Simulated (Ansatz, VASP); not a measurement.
## CoSi: VASP beside Ansatz

```xyz
8
Lattice="4.3879 0.0000 0.0000 0.0000 4.3879 0.0000 0.0000 0.0000 4.3879" Properties=species:S:1:pos:R:3 pbc="T T T"
Co    0.6379    0.6379    0.6379
Co    1.5561    3.7500    2.8318
Co    2.8318    1.5561    3.7500
Co    3.7500    2.8318    1.5561
Si    3.7002    3.7002    3.7002
Si    2.8816    0.6877    1.5062
Si    1.5062    2.8816    0.6877
Si    0.6877    1.5062    2.8816
```

Alike in both runs: functional PBEsol; k mesh 8 × 8 × 8; occupations fermi-dirac, width 0.15 eV; no spin polarisation.

Ansatz relaxed the structure, and its values are those at the end. VASP's run is a single point on that final structure, the one shown.

|  | VASP | Ansatz |
| --- | --- | --- |
| version | VASP 6.6.1 | Ansatz 0.2.0 |
| potentials or method | VASP PAW PBE potentials, release 64 (Co, Si), cutoff 520 eV | scalar-relativistic, plane waves, PAW |
| valence electrons in the cell | 52 | 84 |

VASP gave:

* gap on the k mesh at the Fermi level (eV): none
* pressure (GPa): 0.2
* rms of the force components (eV/Å): 0.004

Task: What did Ansatz give for the same quantities?

Result: gap on the k mesh at the Fermi level (eV): none; pressure (GPa): 0.0; rms of the force components (eV/Å): 0.000.

VASP's potentials were made for PBE, not for PBEsol. A gap of «none» marks a metal or a gap that the smearing closes. VASP's potentials hold 52 valence electrons a cell and Ansatz's 84, so a difference there can come from the potentials and not from the codes.
